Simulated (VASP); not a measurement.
# Ge in VASP: single point with PBE

Aim: the single point of Ge with PBE.

Program: VASP 6.6.1. These are calculated values, not measurements. Logs are shortened: lines on timing, memory, paths and dates and some standing lists are left out, and cuts for length are marked.

## 1. The cell of the first run

The cell holds a slab with vacuum, 6 atoms: a = 4.074 Å, b = 4.074 Å, c = 23.201 Å, α = 90.00°, β = 90.00°, γ = 90.00°.

## 2. Single point, PBE

File INCAR:

```
ALGO = Normal
DIPOL = 0.5 0.5 0.500
EDIFF = 1E-6
ENCUT = 520
GGA = PE
IDIPOL = 3
ISIF = 2
ISMEAR = -1
LASPH = True
LCHARG = False
LDIPOL = True
LREAL = False
LWAVE = False
NBANDS = 51
NELM = 60
PREC = Accurate
SIGMA = 0.02
```

File KPOINTS:

```
k-points
0
Gamma
  6 6 1
```

File POSCAR:

```
Ge
1.0
    4.0736070252      0.0000000000      0.0000000000
    0.0000000000      4.0736070252      0.0000000000
    0.0000000000      0.0000000000     23.2012000000
Ge
6
Direct
    0.7500000000      0.0000000000      0.3444455805
    0.2500000000      0.0000000000      0.4059964185
    0.2500000000      0.5000000000      0.4693887966
    0.7500000000      0.5000000000      0.5306112066
    0.7500000000      0.0000000000      0.5940035811
    0.2500000000      0.0000000000      0.6555544167
```

Potentials or basis: VASP PAW PBE potentials, release 64 (Ge_d).

On the command line:

```sh
$ cat potpaw_PBE.64/Ge_d/POTCAR > POTCAR
$ mpirun -np 1 vasp_std > vasp.out
```

OUTCAR:

```text
EDIFF = 1E-6
   ENCUT = 520
   GGA = PE
   ISIF = 2
   ISMEAR = -1
   LASPH = True
   LREAL = False
   NELM = 60
   PREC = Accurate

 ion  position               nearest neighbor table
   1  0.750  0.000  0.344-   2 2.49   2 2.49
   2  0.250  0.000  0.406-   1 2.49   1 2.49   3 2.51   3 2.51
   3  0.250  0.500  0.469-   4 2.48   4 2.48   2 2.51   2 2.51
   4  0.750  0.500  0.531-   3 2.48   3 2.48   5 2.51   5 2.51
   5  0.750  0.000  0.594-   6 2.49   6 2.49   4 2.51   4 2.51
   6  0.250  0.000  0.656-   5 2.49   5 2.49

  LATTYP: Found a simple tetragonal cell.
 ALAT       =     4.0736070252
 C/A-ratio  =     5.6954929271

  Lattice vectors:

 A1 = (   4.0736070252,   0.0000000000,   0.0000000000)
 A2 = (   0.0000000000,   4.0736070252,   0.0000000000)
 A3 = (   0.0000000000,   0.0000000000,  23.2012000000)

Analysis of symmetry for initial positions (statically):
=====================================================================
 Subroutine PRICEL returns:
 Original cell was already a primitive cell.

 Routine SETGRP: Setting up the symmetry group for a
 simple tetragonal supercell.

 Subroutine GETGRP returns: Found  8 space group operations
 (whereof  4 operations were pure point group operations)
 out of a pool of 16 trial point group operations.

The static configuration has the point symmetry C_2h.
 The point group associated with its full space group is D_2h.

Analysis of symmetry for dynamics (positions and initial velocities):
=====================================================================
 Subroutine PRICEL returns:
 Original cell was already a primitive cell.

 Routine SETGRP: Setting up the symmetry group for a
 simple tetragonal supercell.

 Subroutine GETGRP returns: Found  8 space group operations
 (whereof  4 operations were pure point group operations)
 out of a pool of 16 trial point group operations.

The dynamic configuration has the point symmetry C_2h.
 The point group associated with its full space group is D_2h.

 Subroutine INISYM returns: Found  8 space group operations
 (whereof  4 operations are pure point group operations),
 and found     1 'primitive' translations

----------------------------------------------------------------------------------------

                                     Primitive cell

  volume of cell :     385.0071

  direct lattice vectors                    reciprocal lattice vectors
     4.073607025  0.000000000  0.000000000     0.245482687  0.000000000  0.000000000
     0.000000000  4.073607025  0.000000000     0.000000000  0.245482687  0.000000000
     0.000000000  0.000000000 23.201200000     0.000000000  0.000000000  0.043101219

  length of vectors
     4.073607025  4.073607025 23.201200000     0.245482687  0.245482687  0.043101219

  position of ions in fractional coordinates (direct lattice)
     0.750000000  0.000000000  0.344445581
     0.250000000  0.000000000  0.405996419
     0.250000000  0.500000000  0.469388797
     0.750000000  0.500000000  0.530611207
     0.750000000  0.000000000  0.594003581
     0.250000000  0.000000000  0.655554417

  ion indices of the primitive-cell ions
   primitive index   ion index
                 1           1
                 2           2
                 3           3
                 4           4
                 5           5
                 6           6

----------------------------------------------------------------------------------------

 KPOINTS: k-points

Automatic generation of k-mesh.
 Grid dimensions read from file:
 generate k-points for:    6    6    1

 Generating k-lattice:

  Cartesian coordinates                     Fractional coordinates (reciprocal lattice)
     0.040913781  0.000000000  0.000000000     0.166666667  0.000000000  0.000000000
     0.000000000  0.040913781  0.000000000     0.000000000  0.166666667  0.000000000
     0.000000000  0.000000000  0.043101219     0.000000000  0.000000000  1.000000000

  Length of vectors
     0.040913781  0.040913781  0.043101219

  Shift w.r.t. Gamma in fractional coordinates (k-lattice)
     0.000000000  0.000000000  0.000000000

 Subroutine IBZKPT returns following result:
 ===========================================

 Found     16 irreducible k-points:

 Following reciprocal coordinates:
            Coordinates               Weight
  0.000000  0.000000  0.000000      1.000000
  0.166667  0.000000  0.000000      2.000000
  0.000000  0.166667  0.000000      2.000000
  0.333333  0.000000  0.000000      2.000000
  0.000000  0.333333  0.000000      2.000000
  0.500000  0.000000  0.000000      1.000000
[... 8 lines left out ...]
 -0.333333  0.500000  0.000000      2.000000
  0.500000  0.500000  0.000000      1.000000
   k-points           NKPTS =     16   k-points in BZ     NKDIM =     16   number of bands    NBANDS=     51
   number of dos      NEDOS =    301   number of ions     NIONS =      6
   total plane-waves  NPLWV = 162000
   dimension x,y,z NGX =    30 NGY =   30 NGZ =  180
   dimension x,y,z NGXF=    60 NGYF=   60 NGZF=  360
   ions per type =               6
   NGX,Y,Z   is equivalent  to a cutoff of  12.24, 12.24, 12.90 a.u.
   NGXF,Y,Z  is equivalent  to a cutoff of  24.49, 24.49, 25.80 a.u.
 SYSTEM =  unknown system
   PREC   = accura    normal or accurate (medium, high low for compatibility)
   ISTART =      0    job   : 0-new  1-cont  2-samecut
   ICHARG =      2    charge: 1-file 2-atom 10-const
   ISPIN  =      1    spin polarized calculation?
   LNONCOLLINEAR =      F non collinear calculations
   LSORBIT =      F    spin-orbit coupling
   LASPH  =      T    aspherical Exc in radial PAW
   ENCUT  =  520.0 eV  38.22 Ry    6.18 a.u.   7.57  7.57 43.14*2*pi/ulx,y,z
   NELM   =     60;   NELMIN=  2; NELMDL= -5     # of ELM steps
   EDIFF  = 0.1E-05   stopping-criterion for ELM
   LREAL  =      F    real-space projection
   EDIFFG = 0.1E-04   stopping-criterion for IOM
   NSW    =      0    number of steps for IOM
   IBRION =     -1    ionic relax: 0-MD 1-quasi-New 2-CG
   NFREE  =      0    steps in history (QN), initial steepest desc. (CG)
   ISIF   =      2    stress and relaxation
   ISYM   =      2    0-nonsym 1-usesym 2-fastsym
   POTIM  = 0.5000    time-step for ionic-motion
   TEBEG  =    0.0;   TEEND  =   0.0 temperature during run
   PSTRESS=    0.0 pullay stress
   NELECT =      84.0000    total number of electrons
   NUPDOWN=      -1.0000    fix difference up-down
   EMIN   =  10.00;   EMAX   =-10.00  energy-range for DOS
   EFERMI =   0.00;   METHOD = LEGACY
   ISMEAR =    -1;   SIGMA  =   0.02  broadening in eV -4-tet -1-fermi 0-gaus
   EFERMI_NEDOS =   21; number of points for ismear=-14 and -15
   IALGO  =     38    algorithm
   IMIX   =      4    mixing-type and parameters
     AMIX     =   0.40;   BMIX     =  1.00
     AMIX_MAG =   1.60;   BMIX_MAG =  1.00
  volume/ion in A,a.u.               =      64.17       433.03
  Fermi-wavevector in a.u.,A,eV,Ry     =   0.985549  1.862418 13.215440  0.971307
  Thomas-Fermi vector in A             =   2.116865
   LORBIT       =      0    0 simple, 1 ext, 2 COOP (PROOUT), +10 PAW based schemes
   GGA     = PE    functional components
   LHFCALC =     F    Hartree Fock is set to
   AEXX    =    0.0000 exact exchange contribution
   IVDW    =     0    specifies the selected vdW correction
   LEPSILON=     F    determine dielectric tensor
   LRPA    =     F    only Hartree local field effects (RPA)
 non-spin polarized calculation
  energy-cutoff  :      520.00
  volume of cell :      385.01
 maximum number of plane-waves:     10421
   NGX = 15   NGY = 15   NGZ = 87

 dipolmoment           0.000000      0.000000     -0.000000 electrons x Angstroem

 number of electron      83.9999964 magnetization

 dipolmoment           0.000000      0.000000      0.000000 electrons x Angstroem

 Free energy of the ion-electron system (eV)
  ---------------------------------------------------
  ext. energy  EPLUGINS =         0.00000000
  ---------------------------------------------------
  free energy    TOTEN  =       -24.23669981 eV

  energy without entropy =      -24.23181197  energy(sigma->0) =      -24.23425589

 E-fermi :  -1.5460     XC(G=0):  -4.3698

 val. band max:       -1.6080053438   @ k =   0.0000   0.1667   0.0000
 cond. band min:      -1.5229675048   @ k =  -0.1667   0.3333   0.0000
 fundamental gap:      0.0850378390
 Fermi energy:        -1.5460483556

 k-point     1 :       0.0000    0.0000    0.0000
  band No.  band energies     occupation
      1     -25.9761      2.00000
      2     -25.9174      2.00000
      3     -25.9141      2.00000
      4     -25.9085      2.00000
      5     -25.8889      2.00000
      6     -25.8675      2.00000
[... 43 lines left out ...]
     50       2.3992      0.00000
     51       2.9710      0.00000

 k-point     2 :       0.1667    0.0000    0.0000
  band No.  band energies     occupation
      1     -25.9794      2.00000
      2     -25.9181      2.00000
      3     -25.9175      2.00000
      4     -25.8997      2.00000
      5     -25.8933      2.00000
      6     -25.8530      2.00000
[... 43 lines left out ...]
     50       2.6051      0.00000
     51       2.9725      0.00000

 k-point     3 :       0.0000    0.1667    0.0000
  band No.  band energies     occupation
      1     -25.9767      2.00000
      2     -25.9277      2.00000
      3     -25.9070      2.00000
      4     -25.9037      2.00000
      5     -25.8852      2.00000
      6     -25.8681      2.00000
[... 43 lines left out ...]
     50       2.5351      0.00000
     51       3.1348      0.00000
[... 595 lines left out ...]
 k-point    15 :      -0.3333    0.5000    0.0000
  band No.  band energies     occupation
      1     -25.9780      2.00000
      2     -25.9424      2.00000
      3     -25.9050      2.00000
      4     -25.8993      2.00000
      5     -25.8587      2.00000
      6     -25.8458      2.00000
[... 43 lines left out ...]
     50       3.4327      0.00000
     51       4.2312      0.00000

 k-point    16 :       0.5000    0.5000    0.0000
  band No.  band energies     occupation
      1     -25.9616      2.00000
      2     -25.9616      2.00000
      3     -25.9042      2.00000
      4     -25.9042      2.00000
      5     -25.8476      2.00000
      6     -25.8476      2.00000
[... 43 lines left out ...]
     50       3.8085      0.00000
     51       3.9667      0.00000

------------------------ aborting loop because EDIFF is reached ----------------------------------------

 vacuum level on the upper side and lower side of the slab       (xc-potential included)        -0.123        -0.123

  FORCE on cell =-STRESS in cart. coord.  units (eV):
  Direction    XX          YY          ZZ          XY          YZ          ZX
  --------------------------------------------------------------------------------------
  -------------------------------------------------------------------------------------
  Total       -0.1091436     -1.3881878      0.0066987      0.0000000      0.0000000      0.0000000
  in kB       -0.4541928     -5.7768368      0.0278762      0.0000000      0.0000000      0.0000000
  external PRESSURE =      -2.0677178 kB  Pullay stress =       0.0000000 kB

 VOLUME and BASIS-vectors are now :
 -----------------------------------------------------------------------------
  energy-cutoff  :      520.00
  volume of cell :      385.01
      direct lattice vectors                 reciprocal lattice vectors
     4.073607025  0.000000000  0.000000000     0.245482687  0.000000000  0.000000000
     0.000000000  4.073607025  0.000000000     0.000000000  0.245482687  0.000000000
     0.000000000  0.000000000 23.201200000     0.000000000  0.000000000  0.043101219

 POSITION                                       TOTAL-FORCE (eV/Angst)
 -----------------------------------------------------------------------------------
      3.05521      0.00000      7.99155        -0.000000      0.000000     -0.010066
      1.01840      0.00000      9.41960         0.000000      0.000000      0.005420
      1.01840      2.03680     10.89038        -0.000000      0.000000     -0.006374
      3.05521      2.03680     12.31082         0.000000      0.000000      0.006374
      3.05521      0.00000     13.78160         0.000000      0.000000     -0.005420
      1.01840      0.00000     15.20965         0.000000     -0.000000      0.010066
 -----------------------------------------------------------------------------------
    total drift:                                0.000000      0.000000     -0.000007

  FREE ENERGIE OF THE ION-ELECTRON SYSTEM (eV)
  ---------------------------------------------------
  free  energy   TOTEN  =       -24.2366998077 eV

  energy  without entropy=      -24.2318119710  energy(sigma->0) =      -24.23425589

 vacuum level on the upper side and lower side of the slab         3.233         3.233
```

Run time: 6.8 min. Hardware: 1 thread of Oxide Virtual Turin-like, shared host; peak memory 0.47 GiB.

What came out:

```
Free energy            : -24.2367 eV
Largest force          : 0.010 eV/Å
Band gap on the k mesh : zero (bands 42 and 43 overlap by 0.97 eV)
```

Forces in eV/Å, atoms in the order of the input:
```
Ge   0.000  0.000 -0.010
Ge   0.000  0.000  0.005
Ge   0.000  0.000 -0.006
Ge   0.000  0.000  0.006
Ge   0.000  0.000 -0.005
Ge   0.000  0.000  0.010
```

The gap in the log of VASP goes by the Fermi energy; the results here count the filled bands.